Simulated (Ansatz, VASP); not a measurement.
## HfO3 in VASP and in Ansatz

```xyz
4
Lattice="3.1069 0.0000 0.0000 0.0000 3.1069 0.0000 0.0000 0.0000 4.1710" Properties=species:S:1:pos:R:3 pbc="T T T"
Hf    0.0000    0.0000    0.0000
O     1.5534    1.5534    3.2222
O     0.0000    0.0000    2.0855
O     1.5534    1.5534    0.9488
```

Change from the starting cell: species swapped into the VFe3 type (Cmmm, No. 65).

Alike in both runs: task relaxation of cell and atoms; functional PBE; k mesh 6 × 6 × 4; occupations gaussian, width 0.1 eV; no spin polarisation.

|  | VASP | Ansatz |
| --- | --- | --- |
| version | VASP 6.6.1 | Ansatz 0.2.0 |
| potentials or method | VASP PAW PBE potentials, release 64 (Hf_pv, O), cutoff 600 eV | scalar-relativistic, plane waves, PAW |
| valence electrons in the cell | 28 | 44 |

```csv
,VASP,Ansatz,Ansatz less VASP
"gap on the k mesh at the Fermi level, each at its own relaxed structure (eV)",none,none,-
relaxed volume (Å³/atom),10.74,10.88,+0.145
relaxed cell length with the largest relative difference (Å),3.255,3.272,+0.0170
```

A gap of «none» marks a metal or a gap that the smearing closes. VASP's potentials hold 28 valence electrons a cell and Ansatz's 44, so a difference there can come from the potentials and not from the codes.

The k mesh is coarse, so the values compare programs but aren't converged. Spin-orbit coupling is off throughout.
